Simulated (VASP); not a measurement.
Crystal: Sb.

```xyz
1
Lattice="0.1734 2.3885 2.4959 2.4173 0.0647 2.6045 2.3205 2.4004 0.1615" Properties=species:S:1:pos:R:3 pbc="T T T"
Sb    0.0000    0.0000    0.0000
```

| Quantity | Value |
| --- | --- |
| Program | VASP 6.6.1 |
| Task | relaxation of cell and atoms |
| Functional | PBEsol-based global hybrid with 25 % exact exchange |
| Potentials or basis | VASP PAW PBE potentials, release 64 (Sb) |
| Cutoff | 600 eV |
| k mesh | 5 × 5 × 5 |
| Occupations | fermi-dirac, width 0.05 eV |
| Spin | no spin polarisation |

At the start: pressure -3.0 GPa; volume 26.53 Å³/atom.

Question: Where does the relaxation end?

Answer: Over 8 steps the energy falls by 18.9 meV/atom and the volume is 25.43 Å³/atom (-4.1 %); space group P-1 (No. 2, to 0.1 Å) before, C2/m (No. 12, to 0.1 Å).

Step by step:
```tsv
step	energy change (eV)	largest force (eV/Å)	pressure (GPa)	volume (Å³)
1	0.0000	0.0000	-2.98	26.53
2	-0.0089	0.0000	2.79	24.67
3	-0.0185	0.0000	0.09	25.40
4	-0.0185	0.0000	0.15	25.38
5	-0.0188	0.0000	0.07	25.41
6	-0.0188	0.0000	0.09	25.41
7	-0.0189	0.0000	-0.08	25.45
8	-0.0189	0.0000	-0.02	25.43
```

Final structure:
```
Sb
1.0
     0.17179    2.36602    2.44865
     2.39159    0.03376    2.58435
     2.25366    2.36719    0.17175
Sb
1
Direct
  0.00000 0.00000 0.00000
```

Caveat: the k points lie up to 0.49 Å⁻¹ apart in the final cell, too coarse for converged energies and pressures of a metal; the PAW data sets were made with another functional, which shifts forces and pressure a little.
